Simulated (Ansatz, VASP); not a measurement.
## Bi in VASP and in Ansatz

```
Bi
1.0
     4.56187    0.00000    0.00000
    -2.28093    3.95069    0.00000
     0.00000    0.00000   11.71071
Bi
2
Direct
  0.33333 0.66667 0.25000
  0.66667 0.33333 0.75000
```

Change from the starting cell: z stretched by -1 % at fixed volume, crystal datasets.

Alike in both runs: task electric field gradients; functional PBE; k mesh 9 × 9 × 3; occupations fermi-dirac, width 0.03 eV; no spin polarisation.

```csv
,VASP,Ansatz
version,VASP 6.6.1,Ansatz 0.2.0
potentials or method,"VASP PAW PBE potentials, release 64 (Bi_d), cutoff 520 eV","all-electron PAW with datasets made for the crystal, scalar-relativistic"
```

VASP gave:

| Item | Value |
| --- | --- |
| pressure (GPa) | -3.3 |
| traceless stress, the component that is largest in VASP (GPa) | 2.89 |
| size of Vzz on the site where it differs most (V/Å²) | 136.2 |

Question: Estimate Ansatz's values.

Answer: Pressure (GPa): -3.2; traceless stress, the component that is largest in VASP (GPa): 2.88; size of Vzz on the site where it differs most (V/Å²): 129.1.

Ansatz ran all-electron here, and VASP with PAW potentials.

Neither program's run includes spin-orbit coupling.
